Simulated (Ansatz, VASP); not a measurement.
Given: the input of a run of VASP 6.6.1 on ZnCu.

The input INCAR:

```
SYSTEM = ZnCu
  PREC = Accurate
  ENCUT = 520
  EDIFF = 1E-6
  ISMEAR = -1
  SIGMA = 0.05
  LREAL = .FALSE.
  LASPH = .TRUE.
  NELM = 100
  ALGO = Normal
  ISIF = 2
  LWAVE = .FALSE.
  LCHARG = .FALSE.
  GGA = PS
  NBANDS = 18
```

Contents of KPOINTS:

```
Automatic mesh
0
G
  9 9 9
  0 0 0
```

File POSCAR:

```
ZnCu
1.0
    2.8848810902      0.0000000000      0.0000000000
    0.0000000000      2.8848810902      0.0000000000
    0.0000000000      0.0000000000      2.8848810902
Zn Cu
1 1
Direct
    0.5000000000      0.5000000000      0.5000000000
    0.0000000000      0.0000000000      0.0000000000
```

Potentials or basis: VASP PAW PBE potentials, release 64 (Zn, Cu).

Command:

```sh
$ cat potpaw_PBE.64/Zn/POTCAR potpaw_PBE.64/Cu/POTCAR > POTCAR
$ mpirun -np 1 vasp_std > vasp.out
```

Question: Translate it to Ansatz 0.2.0. Potentials there: all-electron LAPW, scalar-relativistic.

Answer: As run (the cutoff follows the program's own potentials):

File input.yaml:

```yaml
crystal:
  lattice:
    - [2.8848810902, 0.0, 0.0]
    - [0.0, 2.8848810902, 0.0]
    - [0.0, 0.0, 2.8848810902]
  atoms:
    - { symbol: Zn, position: [0.5, 0.5, 0.5] }
    - { symbol: Cu, position: [0.0, 0.0, 0.0] }
kpoints:
  mp_grid: { grid: [9, 9, 9] }
scf:
  occupations: { method: fermi_dirac, width: 0.05 }
hamiltonian:
  xc: pbesol
  pseudopotentials: { kind: all_electron, lapw: { basis_error: 0.0005 } }
output:
  forces: true
  stress: true
  eigenvalues: true
```

Potentials or basis: all-electron LAPW, scalar-relativistic.

Launch:

```bash
$ ansatz run input.yaml --threads 1 --pin off --max-ram 3072MiB --backend cpu --events-out ev --progress --plain --runs-dir out
```

Both were run:

|  | VASP | Ansatz | Ansatz less VASP |
| --- | --- | --- | --- |
| gap on the k mesh at the Fermi level (eV) | none | none | - |
| pressure (GPa) | 4.5 | 3.8 | -0.76 |

VASP's potentials were made for PBE, not for PBEsol. A gap of «none» marks a metal or a gap that the smearing closes. Ansatz ran all-electron here, and VASP with PAW potentials.
